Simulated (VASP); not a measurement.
Ag, 4 atoms in the cell. The cell holds a slab with vacuum, 4 atoms: a = 2.930 Å, b = 2.930 Å, c = 19.185 Å, α = 90.00°, β = 90.00°, γ = 120.00°. 

- Program: VASP 6.6.1
- Task: single point
- Functional: PBEsol
- Potentials or basis: VASP PAW PBE potentials, release 64 (Ag)
- Cutoff: 400 eV
- k mesh: 7 × 7 × 1
- Occupations: fermi-dirac, width 0.1 eV
- Spin: no spin polarisation
- Dipole correction: yes
- Further INCAR settings: ALGO = Normal; EDIFF = 1e-06; NBANDS = 30; NELMDL = -8

Potentials or basis: VASP PAW PBE potentials, release 64 (Ag).

Command:

```sh
$ cat potpaw_PBE.64/Ag/POTCAR > POTCAR
$ mpirun -np 1 vasp_std > vasp.out
```

Hardware: 1 thread of AMD EPYC 7R13 Processor (Zen 3), on a shared host.

Estimate the wall time of this run.

It took 30 s on 1 thread of AMD EPYC 7R13 Processor (Zen 3) (shared host), peak memory 0.18 GiB. Counts: scf iterations 22, k points 8.
